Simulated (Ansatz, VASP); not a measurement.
Two plane-wave programs on Ni

```
Ni
1.0
     0.00000    1.73757    1.73757
     1.73757    0.00000    1.73757
     1.73757    1.73757    0.00000
Ni
1
Direct
  0.00000 0.00000 0.00000
```

Alike in both runs: task relaxation of cell and atoms; functional PBE; k mesh 13 × 13 × 13; occupations fermi-dirac, width 0.05 eV; collinear spin, ferromagnetic start.

|  | VASP | Ansatz |
| --- | --- | --- |
| version | VASP 6.6.1 | Ansatz 0.2.0 |
| potentials or method | VASP PAW PBE potentials, release 64 (Ni) | Ansatz PAW |
| plane-wave cutoff (eV) | 600 | 420 |
| valence electrons in the cell | 10 | 18 |

|  | VASP | Ansatz | Ansatz less VASP |
| --- | --- | --- | --- |
| net moment per atom (μB) | 0.63 | 0.63 | +0.007 |
| size of the moment on the site where the two differ most (μB) | 0.64 | 0.67 | +0.033 |
| relaxed volume (Å³/atom) | 10.88 | 10.89 | +0.006 |
| relaxed cell length with the largest relative difference (Å) | 2.487 | 2.488 | +0.0005 |

Site moments also hang on the region over which each program counts them. VASP's potentials hold 10 valence electrons a cell and Ansatz's 18, so a difference there can come from the potentials and not from the codes.

Noted on Ansatz's run: the plane-wave basis is chosen anew once the cell has moved, so the energies of steps on either side of that aren't comparable.
